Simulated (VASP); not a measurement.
# BaTiO3 (Pm-3m) in VASP: settings compared, part 3 of 3

VASP 6.6.1. Earlier steps stand in the parts before.

## Step 4: Electric field gradients, PBEsol

The input, INCAR:

```
SYSTEM = BaTiO3
  PREC = Accurate
  ENCUT = 520
  EDIFF = 1E-8
  ISMEAR = -1
  SIGMA = 0.02
  LREAL = .FALSE.
  LASPH = .TRUE.
  NELM = 100
  ALGO = Normal
  ISIF = 2
  LWAVE = .FALSE.
  LCHARG = .FALSE.
  GGA = PS
  LEFG = .TRUE.
  NBANDS = 28
```

The input, KPOINTS:

```
regular mesh
0
G
  8 8 8
  0 0 0
```

The input, POSCAR:

```
BaTiO3
1.0
    4.0060000000      0.0000000000      0.0000000000
    0.0000000000      4.0060000000      0.0000000000
    0.0000000000      0.0000000000      4.0060000000
Ba Ti O
1 1 3
Direct
    0.5000000000      0.5000000000      0.5000000000
    0.0000000000      0.0000000000      0.0000000000
    0.5000000000      0.0000000000      0.0000000000
    0.0000000000      0.5000000000      0.0000000000
    0.0000000000      0.0000000000      0.5000000000
```

Potentials or basis: VASP PAW PBE potentials, release 64 (Ba_sv, Ti_sv, O).

Launch:

```bash
$ cat potpaw_PBE.64/Ba_sv/POTCAR potpaw_PBE.64/Ti_sv/POTCAR potpaw_PBE.64/O/POTCAR > POTCAR
$ mpirun -np 1 vasp_std > vasp.out
```

OUTCAR:

```text
SYSTEM = BaTiO3
   PREC = Accurate
   ENCUT = 520
   EDIFF = 1E-8
   ISMEAR = -1
   LREAL = .FALSE.
   LASPH = .TRUE.
   NELM = 100
   ISIF = 2
   GGA = PS

 ion  position               nearest neighbor table
   1  0.500  0.500  0.500-   3 2.83   4 2.83   5 2.83   3 2.83   4 2.83   3 2.83   5 2.83   3 2.83
                             4 2.83   5 2.83   4 2.83   5 2.83   2 3.47   2 3.47   2 3.47   2 3.47
   2  0.000  0.000  0.000-   3 2.00   4 2.00   5 2.00   5 2.00   4 2.00   3 2.00   1 3.47   1 3.47
                             1 3.47   1 3.47   1 3.47   1 3.47   1 3.47   1 3.47
   3  0.500  0.000  0.000-   2 2.00   2 2.00   1 2.83   1 2.83   1 2.83   1 2.83
   4  0.000  0.500  0.000-   2 2.00   2 2.00   1 2.83   1 2.83   1 2.83   1 2.83
   5  0.000  0.000  0.500-   2 2.00   2 2.00   1 2.83   1 2.83   1 2.83   1 2.83

  LATTYP: Found a simple cubic cell.
 ALAT       =     4.0060000000

  Lattice vectors:

 A1 = (   4.0060000000,   0.0000000000,   0.0000000000)
 A2 = (   0.0000000000,   4.0060000000,   0.0000000000)
 A3 = (   0.0000000000,   0.0000000000,   4.0060000000)

Analysis of symmetry for initial positions (statically):
=====================================================================
 Subroutine PRICEL returns:
 Original cell was already a primitive cell.

 Routine SETGRP: Setting up the symmetry group for a
 simple cubic supercell.

 Subroutine GETGRP returns: Found 48 space group operations
 (whereof 48 operations were pure point group operations)
 out of a pool of 48 trial point group operations.

The static configuration has the point symmetry O_h .

Analysis of symmetry for dynamics (positions and initial velocities):
=====================================================================
 Subroutine PRICEL returns:
 Original cell was already a primitive cell.
[... 921 lines left out ...]
  Total       -1.1286738     -1.1286738     -1.1286738      0.0000000     -0.0000000      0.0000000
  in kB      -28.1284744    -28.1284744    -28.1284744      0.0000000     -0.0000000      0.0000000
  external PRESSURE =     -28.1284744 kB  Pullay stress =       0.0000000 kB

 VOLUME and BASIS-vectors are now :
 -----------------------------------------------------------------------------
  energy-cutoff  :      520.00
  volume of cell :       64.29
      direct lattice vectors                 reciprocal lattice vectors
     4.006000000  0.000000000  0.000000000     0.249625562  0.000000000  0.000000000
     0.000000000  4.006000000  0.000000000     0.000000000  0.249625562  0.000000000
     0.000000000  0.000000000  4.006000000     0.000000000  0.000000000  0.249625562

 POSITION                                       TOTAL-FORCE (eV/Angst)
 -----------------------------------------------------------------------------------
      2.00300      2.00300      2.00300         0.000000      0.000000      0.000000
      0.00000      0.00000      0.00000         0.000000      0.000000      0.000000
      2.00300      0.00000      0.00000         0.000000      0.000000      0.000000
      0.00000      2.00300      0.00000         0.000000      0.000000      0.000000
      0.00000      0.00000      2.00300         0.000000      0.000000      0.000000
 -----------------------------------------------------------------------------------
    total drift:                                0.000000     -0.000000      0.000000

  FREE ENERGIE OF THE ION-ELECTRON SYSTEM (eV)
  ---------------------------------------------------
  free  energy   TOTEN  =       -41.9737295510 eV

  energy  without entropy=      -41.9737295510  energy(sigma->0) =      -41.97372955

 Electric field gradients (V/A^2)
---------------------------------------------------------------------
 ion       V_xx      V_yy      V_zz      V_xy      V_xz      V_yz
---------------------------------------------------------------------
   1       0.000     0.000     0.000    -0.000     0.000     0.000
   2      -0.000    -0.000    -0.000    -0.000    -0.000     0.000
   3      23.057   -11.529   -11.529     0.000     0.000     0.000
   4     -11.529    23.057   -11.529    -0.000     0.000    -0.000
   5     -11.529   -11.529    23.057    -0.000     0.000     0.000
---------------------------------------------------------------------

 Electric field gradients after diagonalization (V/A^2)
 (convention: |V_zz| > |V_xx| > |V_yy|)
----------------------------------------------------------------------
 ion       V_xx      V_yy      V_zz     asymmetry (V_yy - V_xx)/ V_zz
----------------------------------------------------------------------
   1       0.000     0.000     0.000      -0.317
   2      -0.000    -0.000    -0.000      -0.410
   3     -11.529   -11.529    23.057       0.000
   4     -11.529   -11.529    23.057       0.000
   5     -11.529   -11.529    23.057       0.000
----------------------------------------------------------------------

           NMR quadrupolar parameters

 Cq : quadrupolar parameter    Cq=e*Q*V_zz/h
 eta: asymmetry parameters     (V_yy - V_xx)/ V_zz
 Q  : nuclear electric quadrupole moment in mb (millibarn)
----------------------------------------------------------------------
 ion       Cq(MHz)       eta       Q (mb)
----------------------------------------------------------------------
   1       0.000      -0.317       1.000
   2      -0.000      -0.410       1.000
   3       0.056       0.000       1.000
   4       0.056       0.000       1.000
   5       0.056       0.000       1.000
----------------------------------------------------------------------
```

OSZICAR:

```text
N       E                     dE             d eps       ncg     rms          rms(c)
DAV:   1     0.420399036148E+03    0.42040E+03   -0.20438E+04  1960   0.152E+03
DAV:   2    -0.117080053234E+02   -0.43211E+03   -0.41168E+03  2284   0.416E+02
DAV:   3    -0.504268439850E+02   -0.38719E+02   -0.38366E+02  2356   0.130E+02
DAV:   4    -0.523030442301E+02   -0.18762E+01   -0.18729E+01  3016   0.248E+01
DAV:   5    -0.523383864346E+02   -0.35342E-01   -0.35332E-01  2504   0.326E+00    0.225E+01
DAV:   6    -0.422428000496E+02    0.10096E+02   -0.52752E+01  2712   0.645E+01    0.968E+00
DAV:   7    -0.421401022852E+02    0.10270E+00   -0.88492E+00  2544   0.213E+01    0.658E+00
DAV:   8    -0.419682843668E+02    0.17182E+00   -0.85834E-01  2400   0.838E+00    0.275E+00
DAV:   9    -0.419940879464E+02   -0.25804E-01   -0.21690E-01  2580   0.308E+00    0.129E+00
DAV:  10    -0.419739425803E+02    0.20145E-01   -0.10011E-01  2280   0.323E+00    0.227E-01
DAV:  11    -0.419737967951E+02    0.14579E-03   -0.32269E-03  2476   0.411E-01    0.618E-02
DAV:  12    -0.419738264995E+02   -0.29704E-04   -0.53355E-04  2400   0.153E-01    0.882E-02
DAV:  13    -0.419737359518E+02    0.90548E-04   -0.47817E-04  2428   0.216E-01    0.278E-02
DAV:  14    -0.419737327060E+02    0.32457E-05   -0.60473E-05  2488   0.785E-02    0.136E-02
DAV:  15    -0.419737296195E+02    0.30866E-05   -0.13406E-05  2696   0.325E-02    0.195E-03
DAV:  16    -0.419737295450E+02    0.74475E-07   -0.57072E-07  2200   0.561E-03    0.847E-04
DAV:  17    -0.419737295606E+02   -0.15655E-07   -0.43449E-08  2216   0.125E-03    0.238E-04
DAV:  18    -0.419737295510E+02    0.96156E-08   -0.45426E-09  1288   0.588E-04
   1 F= -.41973730E+02 E0= -.41973730E+02  d E =-.416061E-13
```

stdout:

```text
POSCAR found type information on POSCAR BaTiO
 POSCAR found :  3 types and       5 ions
 scaLAPACK will be used
 -----------------------------------------------------------------------------
|                                                                             |
|                                                                             |
|     You enforced a specific xc type in the INCAR file but a different       |
|     I HOPE YOU KNOW WHAT YOU ARE DOING!                                     |
|                                                                             |
 -----------------------------------------------------------------------------

 LDA part: xc-table for (Slater+PW92), standard interpolation
 POSCAR, INCAR and KPOINTS ok, starting setup
 FFT: planning ... GRIDC
 FFT: planning ... GRID_SOFT
 FFT: planning ... GRID
 WAVECAR not read
 entering main loop
ion   1

ion   2

ion   3

ion   4

ion   5
```

Run time: 58 s. Hardware: 1 thread of Intel Xeon Platinum 8488C (Sapphire Rapids), shared host; peak memory 0.21 GiB.

Results:

* Free energy: -41.9737 eV
* Pressure: -2.8 GPa
* Band gap on the k mesh: 1.69 eV, indirect (least direct gap 1.84 eV)

Electric field gradients, principal values (V/Å²):
```
atom    least   middle  greatest (by size)
1 Ba    0.000    0.000               0.000
2 Ti    0.000    0.000               0.000
 3 O  -11.529  -11.529              23.057
 4 O  -11.529  -11.529              23.057
 5 O  -11.529  -11.529              23.057
```

Caveat: without QUAD_EFG the Cq values of the log hold for a quadrupole moment of 1 mb, not for the nuclei; the PAW data sets were made with another functional, which shifts forces and pressure a little; spin-orbit coupling is left out, which moves the levels of the heavy elements. A k mesh can miss the band edges.

## Step 5: Summary

```tsv
level	potentials or basis	gap on the mesh (eV)	pressure (GPa)
PBE	VASP PAW PBE potentials, release 64 (Ba_sv, Ti_sv, O)	1.74	3.4
LDA	VASP PAW LDA potentials, release 64 (Ba_sv, Ti_sv, O)	1.65	-7.3
PBEsol	VASP PAW PBE potentials, release 64 (Ba_sv, Ti_sv, O)	1.69	-2.8
```

Alike in all rows: task electric field gradients; no spin polarisation; cell as given; k mesh 8 × 8 × 8; cutoff (eV) 520; smearing fermi-dirac 0.02 eV.

Caveats: spin-orbit coupling is left out, which moves the levels of the heavy elements; the PAW data sets were made with another functional, which shifts forces and pressure a little (some runs).

Absolute energies hang on the potentials; compare differences alone.
